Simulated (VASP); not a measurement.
A run of VASP 6.6.1:

The input INCAR:

```
ALGO     = Normal         # electronic algorithm
EDIFF    = 1E-7           # SCF threshold, eV
EDIFFG   = -0.005         # ionic threshold
ENCUT    = 600            # plane-wave cutoff, eV
GGA      = PE             # functional
GGA_COMPAT= False        
IBRION   = 2              # ionic algorithm
ISIF     = 3              # what is computed and relaxed
ISMEAR   = 0              # smearing method
ISPIN    = 2              # spin polarisation
KPAR     = 4            
LASPH    = True           # aspherical terms in the spheres
LCHARG   = False          # write CHGCAR
LDAU     = True           # DFT+U
LDAUJ    = 0 0          
LDAUL    = 2 -1           # shell
LDAUPRINT= 1            
LDAUTYPE = 2            
LDAUU    = 3.25 0         # U, eV
LMAXMIX  = 4              # l up to which the mixer works
LORBIT   = 11             # projections on sites
LREAL    = False          # projectors in reciprocal space
LWAVE    = False          # write WAVECAR
MAGMOM   = 0.95 0.95 0 0 0 0 # initial moments
NELM     = 200            # most SCF steps
NELMIN   = 4            
NSW      = 100            # ionic steps
PREC     = Accurate       # precision mode
SIGMA    = 0.02           # smearing width, eV
```

KPOINTS

```
k-points
0
Gamma
  6 10 6
```

POSCAR

```
VO2
1.0
    4.4816785806      0.0000000000      0.0709859405
    0.0000000000      3.0248401682      0.0000000000
   -0.0707424136      0.0000000000      4.4819180180
V O
2 4
Direct
    0.0000000000      0.0000000000      0.0000000000
    0.5000000000      0.5000000000      0.5000000000
    0.7989522321      0.5000000000      0.2010596450
    0.2010477679      0.5000000000      0.7989403550
    0.7010461213      0.0000000000      0.7010532057
    0.2989538787      0.0000000000      0.2989467943
```

Potentials or basis: VASP PAW PBE potentials, release 64 (V_sv, O).

Launch:

```bash
$ cat potpaw_PBE.64/V_sv/POTCAR potpaw_PBE.64/O/POTCAR > POTCAR
$ mpirun -np 4 vasp_std > vasp.out
```

Hardware: 4 MPI ranks on Intel(R) Xeon(R) Platinum 8488C (Sapphire Rapids) (shared host).

How long does it take, and how much memory?

Run time: 5.7 min on 4 MPI ranks on Intel(R) Xeon(R) Platinum 8488C (Sapphire Rapids), with other jobs on the host, peak memory 0.48 GiB a rank. Counts: scf iterations 58, k points 120, ion steps 6.
